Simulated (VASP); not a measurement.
# Si12CN16 (a cell with a defect) (C interstitial hop between voids) in VASP: further runs

The runs below take Si12CN16 (a cell with a defect) (C interstitial hop between voids) through relaxation of the atoms, with PBE.

Everything below comes from runs of VASP 6.6.1. Logs are shortened: lines on timing, memory, paths and dates and some standing lists are left out, and cuts for length are marked.

## (1) The cell of the first run

The cell holds a defect, 29 atoms: a = 7.663 Å, b = 7.663 Å, c = 5.852 Å, α = 90.00°, β = 90.00°, γ = 120.00°.

## (2) Relaxation of the atoms, PBE

The input, INCAR:

```
PREC = Accurate ; ENCUT = 520
EDIFF = 1E-7 ; ISMEAR = -1
SIGMA = 0.01 ; LREAL = Auto
LASPH = T ; NELM = 60
ALGO = Normal ; ISIF = 2
LWAVE = F ; LCHARG = F
GGA = PE ; IBRION = 2
NSW = 90 ; EDIFFG = -0.02
```

The input, KPOINTS:

```
Automatic mesh
0
Gamma
  1 1 1
```

The input, POSCAR:

```
Si12CN16
1.0
    7.6633883300      0.0000000000      0.0000000000
   -3.8316941700      6.6366889800      0.0000000000
    0.0000000000      0.0000000000      5.8522780000
Si N C
12 16 1
Direct
    0.2310993400      0.8249884700      0.3750000000
    0.4061108600      0.2310993400      0.1250000000
    0.8249884700      0.5938891400      0.1250000000
    0.1750115300      0.4061108600      0.3750000000
    0.5938891400      0.7689006600      0.3750000000
    0.7689006600      0.1750115300      0.1250000000
    0.2310993400      0.8249884700      0.8750000000
    0.4061108600      0.2310993400      0.6250000000
    0.8249884700      0.5938891400      0.6250000000
    0.1750115300      0.4061108600      0.8750000000
    0.5938891400      0.7689006600      0.8750000000
    0.7689006600      0.1750115300      0.6250000000
    0.3333333300      0.6666666700      0.3750000000
    0.6666666700      0.3333333300      0.1250000000
    0.9691753800      0.6699950300      0.3750000000
    0.2991803500      0.9691753800      0.1250000000
    0.6699950300      0.7008196500      0.1250000000
    0.3300049700      0.2991803500      0.3750000000
    0.0308246200      0.3300049700      0.1250000000
    0.7008196500      0.0308246200      0.3750000000
    0.3333333300      0.6666666700      0.8750000000
    0.6666666700      0.3333333300      0.6250000000
    0.9691753800      0.6699950300      0.8750000000
    0.2991803500      0.9691753800      0.6250000000
    0.6699950300      0.7008196500      0.6250000000
    0.3300049700      0.2991803500      0.8750000000
    0.0308246200      0.3300049700      0.6250000000
    0.7008196500      0.0308246200      0.8750000000
    0.0000000000      0.0000000000      0.0000000000
```

Potentials or basis: VASP PAW PBE potentials, release 64 (Si, N, C).

On the command line:

```console
> cat potpaw_PBE.64/Si/POTCAR potpaw_PBE.64/N/POTCAR potpaw_PBE.64/C/POTCAR > POTCAR
> mpirun -np 1 vasp_gam > vasp.out
```

OUTCAR:

```text
PREC = Accurate
   ENCUT = 520
   EDIFF = 1E-7
   ISMEAR = -1
   LREAL = Auto
   LASPH = T
   NELM = 60
   ISIF = 2
   GGA = PE
   IBRION = 2
   NSW = 90
   EDIFFG = -0.02

 ion  position               nearest neighbor table
   1  0.231  0.825  0.375-  13 1.74  15 1.75  16 1.75  24 1.75   7 2.93   7 2.93   5 3.02   4 3.02
                             9 3.07   3 3.07   2 3.07   8 3.07
   2  0.406  0.231  0.125-  14 1.74  16 1.75  18 1.75  26 1.75   8 2.93   8 2.93   6 3.02   3 3.02
                            10 3.07   4 3.07   7 3.07   1 3.07
   3  0.825  0.594  0.125-  14 1.74  17 1.75  15 1.75  23 1.75   9 2.93   9 2.93   2 3.02   6 3.02
                            11 3.07   5 3.07   7 3.07   1 3.07
   4  0.175  0.406  0.375-  13 1.74  18 1.75  19 1.75  27 1.75  10 2.93  10 2.93   5 3.02   1 3.02
                             2 3.07   8 3.07  12 3.07   6 3.07
   5  0.594  0.769  0.375-  13 1.74  20 1.75  17 1.75  25 1.75  11 2.93  11 2.93   1 3.02   4 3.02
                             3 3.07   9 3.07  12 3.07   6 3.07
   6  0.769  0.175  0.125-  14 1.74  19 1.75  20 1.75  28 1.75  12 2.93  12 2.93   2 3.02   3 3.02
                             4 3.07  10 3.07   5 3.07  11 3.07
   7  0.231  0.825  0.875-  21 1.74  23 1.75  16 1.75  24 1.75   1 2.93   1 2.93  11 3.02  10 3.02
                             9 3.07   3 3.07   2 3.07   8 3.07
   8  0.406  0.231  0.625-  22 1.74  24 1.75  18 1.75  26 1.75   2 2.93   2 2.93  12 3.02   9 3.02
                             4 3.07  10 3.07   1 3.07   7 3.07
   9  0.825  0.594  0.625-  22 1.74  25 1.75  23 1.75  15 1.75   3 2.93   3 2.93   8 3.02  12 3.02
[... 8 lines left out ...]
  14  0.667  0.333  0.125-   6 1.74   3 1.74   2 1.74
  15  0.969  0.670  0.375-   1 1.75   3 1.75   9 1.75
  16  0.299  0.969  0.125-   2 1.75   1 1.75   7 1.75
  17  0.670  0.701  0.125-   3 1.75   5 1.75  11 1.75
  18  0.330  0.299  0.375-   4 1.75   2 1.75   8 1.75
[... 8 lines left out ...]
  27  0.031  0.330  0.625-  12 1.75  10 1.75   4 1.75
  28  0.701  0.031  0.875-  11 1.75   6 1.75  12 1.75
  29  0.000  0.000  0.000-

  LATTYP: Found a hexagonal cell.
 ALAT       =     7.6633883300
 C/A-ratio  =     0.7636671597

  Lattice vectors:

 A1 = (   7.6633883300,   0.0000000000,   0.0000000000)
 A2 = (  -3.8316941700,   6.6366889800,   0.0000000000)
 A3 = (   0.0000000000,   0.0000000000,   5.8522780000)

Analysis of symmetry for initial positions (statically):
=====================================================================
 Subroutine PRICEL returns:
 Original cell was already a primitive cell.

 Routine SETGRP: Setting up the symmetry group for a
 hexagonal supercell.

 Subroutine GETGRP returns: Found  6 space group operations
 (whereof  6 operations were pure point group operations)
 out of a pool of 24 trial point group operations.

The static configuration has the point symmetry S_6 .

Analysis of symmetry for dynamics (positions and initial velocities):
[... 170 lines left out ...]
   LEPSILON=     F    determine dielectric tensor
   LRPA    =     F    only Hartree local field effects (RPA)
 conjugate gradient relaxation of ions
 non-spin polarized calculation
  energy-cutoff  :      520.00
  volume of cell :      297.64
 maximum number of plane-waves:      3980
 NGX is ok and might be reduce to    60
   NGX = 29   NGY = 29   NGZ = 21

--------------------------------------- Ionic step        1  -------------------------------------------

 number of electron     131.9999987 magnetization

 Free energy of the ion-electron system (eV)
  ---------------------------------------------------
  ext. energy  EPLUGINS =         0.00000000
  ---------------------------------------------------
  free energy    TOTEN  =      -225.11488352 eV

  energy without entropy =     -225.10574093  energy(sigma->0) =     -225.11031222

------------------------ aborting loop because EDIFF is reached ----------------------------------------

  FORCE on cell =-STRESS in cart. coord.  units (eV):
  Direction    XX          YY          ZZ          XY          YZ          ZX
  --------------------------------------------------------------------------------------
  -------------------------------------------------------------------------------------
  Total       -7.5459208     -7.5459209     21.3236060     -0.0000002      0.0000000      0.0000000
  in kB      -40.6186589    -40.6186590    114.7820519     -0.0000009      0.0000000      0.0000000
  external PRESSURE =      11.1815780 kB  Pullay stress =       0.0000000 kB
[... 170 lines left out ...]
  FREE ENERGIE OF THE ION-ELECTRON SYSTEM (eV)
  ---------------------------------------------------
  free  energy   TOTEN  =      -225.2180933055 eV

  energy  without entropy=     -225.2133745987  energy(sigma->0) =     -225.21573395

[... ionic steps 4 to 10 ...]

--------------------------------------- Ionic step       11  -------------------------------------------

 number of electron     132.0000003 magnetization

------------------------ aborting loop because EDIFF is reached ----------------------------------------
[... 121 lines left out ...]
--------------------------------------- Ionic step       13  -------------------------------------------

 number of electron     132.0000003 magnetization

 Free energy of the ion-electron system (eV)
  ---------------------------------------------------
  ext. energy  EPLUGINS =         0.00000000
  ---------------------------------------------------
  free energy    TOTEN  =      -225.27946927 eV

  energy without entropy =     -225.27273536  energy(sigma->0) =     -225.27610231

 E-fermi :   9.1122     XC(G=0): -10.9598

 val. band max:        9.0793544737   @ k =   0.0000   0.0000   0.0000
 cond. band min:       9.1521140506   @ k =   0.0000   0.0000   0.0000
 fundamental gap:      0.0727595770
 Fermi energy:         9.1121757432

 k-point     1 :       0.0000    0.0000    0.0000
  band No.  band energies     occupation
      1     -11.3249      2.00000
      2      -9.9310      2.00000
      3      -9.9310      2.00000
      4      -9.1653      2.00000
      5      -9.1653      2.00000
      6      -9.1614      2.00000
[... 70 lines left out ...]
     77      11.9838      0.00000
     78      11.9838      0.00000
 [bands above 78 left out]

------------------------ aborting loop because EDIFF is reached ----------------------------------------

  FORCE on cell =-STRESS in cart. coord.  units (eV):
  Direction    XX          YY          ZZ          XY          YZ          ZX
  --------------------------------------------------------------------------------------
  -------------------------------------------------------------------------------------
  Total       -9.3586057     -9.3586057     24.7966369     -0.0000003      0.0000000      0.0000000
  in kB      -50.3760935    -50.3760936    133.4769020     -0.0000014      0.0000000      0.0000000
  external PRESSURE =      10.9082383 kB  Pullay stress =       0.0000000 kB
[... 44 lines left out ...]
  FREE ENERGIE OF THE ION-ELECTRON SYSTEM (eV)
  ---------------------------------------------------
  free  energy   TOTEN  =      -225.2794692740 eV

  energy  without entropy=     -225.2727353553  energy(sigma->0) =     -225.27610231

 reached required accuracy - stopping structural energy minimisation
```

Run time: 7.9 min. Hardware: 1 thread of AMD EPYC 7R13 (Zen 3), shared host; peak memory 0.41 GiB.

What came out:

- Free energy: -225.2795 eV
- Energy gained by relaxing: 5.7 meV/atom
- Ionic steps: 13
- Pressure after relaxing: 1.1 GPa
- Largest force after relaxing: 0.019 eV/Å
- Band gap on the k mesh: 0.07 eV

Forces on the atoms (eV/Å):
```
Si  -0.004 -0.018  0.003
Si   0.000 -0.008 -0.004
Si  -0.007  0.004 -0.004
Si   0.018  0.005  0.003
Si  -0.013  0.013  0.003
Si   0.007  0.004 -0.004
Si  -0.007 -0.004  0.004
Si   0.013 -0.013 -0.003
Si  -0.018 -0.005 -0.003
Si   0.007 -0.004  0.004
Si   0.000  0.008  0.004
Si   0.004  0.018 -0.003
N    0.000  0.000  0.013
N    0.000  0.000 -0.013
N   -0.006 -0.012  0.000
N   -0.009 -0.001 -0.012
N    0.004  0.008 -0.012
N    0.014  0.001  0.000
N    0.005 -0.008 -0.012
N   -0.008  0.011  0.000
N    0.000  0.000  0.013
N    0.000  0.000 -0.013
N   -0.005  0.008  0.012
N    0.008 -0.011  0.000
N   -0.014 -0.001  0.000
N   -0.004 -0.008  0.012
N    0.006  0.012  0.000
N    0.009  0.001  0.012
C    0.000  0.000  0.000
```

The path:
| step | energy change (eV) | largest force (eV/Å) | pressure (GPa) |
| --- | --- | --- | --- |
| 1 | 0.0000 | 0.8645 | 1.12 |
| 2 | 0.0741 | 1.1949 | 1.22 |
| 3 | -0.1032 | 0.2486 | 1.03 |
| 4 | -0.1339 | 0.1646 | 1.00 |
| 5 | -0.1457 | 0.2466 | 0.98 |
| 6 | -0.1521 | 0.2292 | 0.99 |
| 7 | -0.1556 | 0.1120 | 0.98 |
| 8 | -0.1610 | 0.0685 | 1.01 |
| 9 | -0.1611 | 0.0829 | 1.01 |
| 10 | -0.1634 | 0.0617 | 1.06 |
| 11 | -0.1635 | 0.0562 | 1.06 |
| 12 | -0.1646 | 0.0202 | 1.09 |
| 13 | -0.1646 | 0.0185 | 1.09 |

Final structure:
```
Si N C
1.0
     7.66339    0.00000    0.00000
    -3.83169    6.63669    0.00000
     0.00000    0.00000    5.85228
Si N C
12 16 1
Cartesian
  -1.4053 5.4654 2.1895
  2.2285 1.5214 0.7500
  4.0350 3.9461 0.7500
  -0.1989 2.6870 2.1895
  1.6041 5.1210 2.1895
  5.2316 1.1692 0.7500
  -1.3999 5.4675 5.1023
  2.2276 1.5157 3.6627
  4.0306 3.9497 3.6627
  -0.2033 2.6906 5.1023
  1.6032 5.1153 5.1023
  5.2370 1.1713 3.6627
  0.0000 4.4245 2.1879
  3.8317 2.2122 0.7739
  4.8326 4.4506 2.2050
  -1.3793 6.4040 0.7113
  2.4040 4.6291 0.7113
  1.3928 1.9598 2.2050
  -1.0247 2.2402 0.7113
  5.2697 0.2262 2.2050
  0.0000 4.4245 5.0784
  3.8317 2.2122 3.6644
  4.8564 4.3965 5.1410
  -1.4381 6.4104 3.6473
  2.4389 4.6769 3.6473
  1.4277 2.0075 5.1410
  -1.0009 2.1861 3.6473
  5.2110 0.2326 5.1410
  0.0000 0.0000 0.0000
```

Caveat: the k points lie up to 1.07 Å⁻¹ apart.

## (3) Relaxation of the atoms, PBE

The input, INCAR:

```
SYSTEM = Si12CN16
  PREC = Accurate
  ENCUT = 520
  EDIFF = 1E-7
  ISMEAR = -1
  SIGMA = 0.01
  LREAL = Auto
  LASPH = .TRUE.
  NELM = 80
  ALGO = Normal
  ISIF = 2
  LWAVE = .FALSE.
  LCHARG = .FALSE.
  GGA = PE
  IBRION = 2
  NSW = 90
  EDIFFG = -0.02
```

The input, KPOINTS:

```
regular mesh
0
G
  1 1 1
  0 0 0
```

The input, POSCAR:

```
Si12CN16
1.0
    7.6633883300      0.0000000000      0.0000000000
   -3.8316941700      6.6366889800      0.0000000000
    0.0000000000      0.0000000000      5.8522780000
Si N C
12 16 1
Direct
    0.2324490900      0.8251931800      0.3726647600
    0.4061108600      0.2310993400      0.1250000000
    0.8249884700      0.5938891400      0.1250000000
    0.1811868600      0.4060474700      0.3735047000
    0.5936891100      0.7684031700      0.3762529500
    0.7689006600      0.1750115300      0.1250000000
    0.2310993400      0.8249884700      0.8750000000
    0.4061108600      0.2310993400      0.6250000000
    0.8249884700      0.5938891400      0.6250000000
    0.1750115300      0.4061108600      0.8750000000
    0.5938891400      0.7689006600      0.8750000000
    0.7689006600      0.1750115300      0.6250000000
    0.3339163600      0.6654726000      0.3715205800
    0.6673482800      0.3356343800      0.1292328800
    0.9688668500      0.6789266700      0.3731922500
    0.2991803500      0.9691753800      0.1250000000
    0.6699950300      0.7008196500      0.1250000000
    0.3252630200      0.2863881800      0.3709279100
    0.0308246200      0.3300049700      0.1250000000
    0.6922580100      0.0291870900      0.3812063700
    0.3282163500      0.6560852800      0.8693019200
    0.6714480100      0.3355127400      0.6195207500
    0.9691753800      0.6699950300      0.8750000000
    0.2991803500      0.9691753800      0.6250000000
    0.6699950300      0.7008196500      0.6250000000
    0.3300049700      0.2991803500      0.8750000000
    0.0308246200      0.3300049700      0.6250000000
    0.7008196500      0.0308246200      0.8750000000
    0.0000000000      0.0000000000     -0.2500000000
```

Potentials or basis: VASP PAW PBE potentials, release 64 (Si, N, C).

On the command line:

```console
> cat potpaw_PBE.64/Si/POTCAR potpaw_PBE.64/N/POTCAR potpaw_PBE.64/C/POTCAR > POTCAR
> mpirun -np 1 vasp_gam > vasp.out
```

It took 37 min on 1 thread of AMD EPYC 7R13 (Zen 3), shared host; peak memory 0.41 GiB.

Results (log left out):

- Free energy: -227.4077 eV
- Energy gained by relaxing: 87.5 meV/atom
- Ionic steps: 66
- Pressure after relaxing: 2.9 GPa
- Largest force after relaxing: 0.016 eV/Å
- Band gap on the k mesh: 2.58 eV

Forces on the atoms (eV/Å):
```
Si   0.003  0.000  0.004
Si   0.003  0.007 -0.015
Si   0.002 -0.003  0.001
Si  -0.009  0.000 -0.010
Si   0.001  0.006  0.005
Si  -0.002  0.001  0.001
Si  -0.001  0.001 -0.001
Si   0.009  0.002  0.005
Si   0.002  0.004  0.004
Si   0.002 -0.014  0.003
Si  -0.010 -0.007  0.007
Si   0.006 -0.004  0.004
N    0.012 -0.001 -0.001
N   -0.003  0.000 -0.007
N   -0.004  0.008 -0.002
N    0.005  0.001  0.005
N   -0.002 -0.006  0.002
N   -0.002  0.006  0.000
N    0.011 -0.003  0.001
N   -0.001  0.003 -0.001
N   -0.005  0.005  0.003
N    0.004  0.000  0.001
N   -0.011  0.001 -0.006
N    0.004  0.002 -0.001
N   -0.005 -0.002 -0.002
N   -0.001  0.003  0.000
N   -0.001 -0.002  0.004
N    0.004 -0.007 -0.006
C   -0.011 -0.002 -0.002
```

Stress tensor (GPa, compression positive):
```
-0.80 -1.31  0.90
-1.31 -7.34  0.83
 0.90  0.83 16.86
```

The path:
| step | energy change (eV) | largest force (eV/Å) | pressure (GPa) |
| --- | --- | --- | --- |
| 1 | 0.0000 | 2.6177 | 1.39 |
| 3 | -0.3031 | 0.5775 | 1.10 |
| 5 | -0.3589 | 0.4455 | 1.06 |
| 7 | -0.3952 | 0.2475 | 1.02 |
| 9 | -0.4067 | 0.2165 | 1.02 |
| 11 | -0.4168 | 0.1726 | 1.06 |
| 13 | -0.4254 | 0.1854 | 1.11 |
| 15 | -0.4350 | 0.1785 | 1.14 |
| 17 | -0.4498 | 0.2812 | 1.15 |
| 19 | -0.4734 | 0.4168 | 1.10 |
| 21 | -0.4936 | 0.8328 | 0.98 |
| 23 | -0.5505 | 1.4699 | 0.79 |
| 25 | -0.5596 | 1.6770 | 0.71 |
| 27 | -0.6681 | 2.1096 | 0.58 |
| 29 | -0.7150 | 2.1636 | 0.52 |
| 31 | -1.0103 | 1.6928 | 0.97 |
| 33 | -1.4560 | 1.1638 | 1.54 |
| 35 | -1.5999 | 1.7659 | 2.19 |
| 37 | -1.8705 | 0.9492 | 2.58 |
| 39 | -2.0763 | 0.7617 | 2.43 |
| 41 | -2.2274 | 0.6739 | 2.31 |
| 43 | -2.3473 | 0.6785 | 2.44 |
| 45 | -2.4307 | 0.4356 | 2.74 |
| 47 | -2.4755 | 0.5028 | 2.91 |
| 49 | -2.5095 | 0.2844 | 2.98 |
| 51 | -2.5217 | 0.1696 | 2.96 |
| 53 | -2.5293 | 0.1706 | 2.89 |
| 55 | -2.5333 | 0.1058 | 2.85 |
| 57 | -2.5352 | 0.0924 | 2.87 |
| 59 | -2.5366 | 0.0538 | 2.89 |
| 61 | -2.5373 | 0.0390 | 2.92 |
| 63 | -2.5377 | 0.0260 | 2.92 |
| 65 | -2.5379 | 0.0219 | 2.91 |
| 66 | -2.5380 | 0.0164 | 2.90 |

Final structure:
```
Si N C
1.0
     7.66339    0.00000    0.00000
    -3.83169    6.63669    0.00000
     0.00000    0.00000    5.85228
Si N C
12 16 1
Direct
  0.23077 0.82168 0.37533
  0.40818 0.22469 0.12628
  0.82587 0.59491 0.12389
  0.17961 0.40267 0.37454
  0.59226 0.76508 0.37171
  0.77694 0.18035 0.13023
  0.22756 0.81344 0.87469
  0.40461 0.22398 0.62811
  0.82414 0.59461 0.62276
  0.16206 0.36986 0.88159
  0.58561 0.75179 0.86975
  0.76318 0.17619 0.60344
  0.33242 0.66212 0.37651
  0.66970 0.33205 0.12870
  0.96727 0.67520 0.37484
  0.29764 0.96092 0.12170
  0.67304 0.70491 0.12214
  0.32349 0.28287 0.37710
  0.03347 0.33098 0.13769
  0.69089 0.02584 0.36693
  0.32684 0.65283 0.87864
  0.66560 0.33213 0.61885
  0.96398 0.66338 0.87229
  0.30749 0.96158 0.62864
  0.65969 0.69033 0.61918
  0.36097 0.31423 0.87818
  0.02666 0.33235 0.61689
  0.74578 0.04341 0.86374
  0.96894 0.10247 0.77300
```

Levels at points of the mesh, in eV from the valence-band top:
```tsv
k point	band 62	band 63	band 64	band 65	band 66	band 67	band 68	band 69	band 70	band 71
(0.00, 0.00, 0.00)	-1.59	-1.41	-1.37	-0.98	0.00	2.58	3.13	3.33	3.59	3.64
```

Caveat: the k points lie up to 1.07 Å⁻¹ apart.
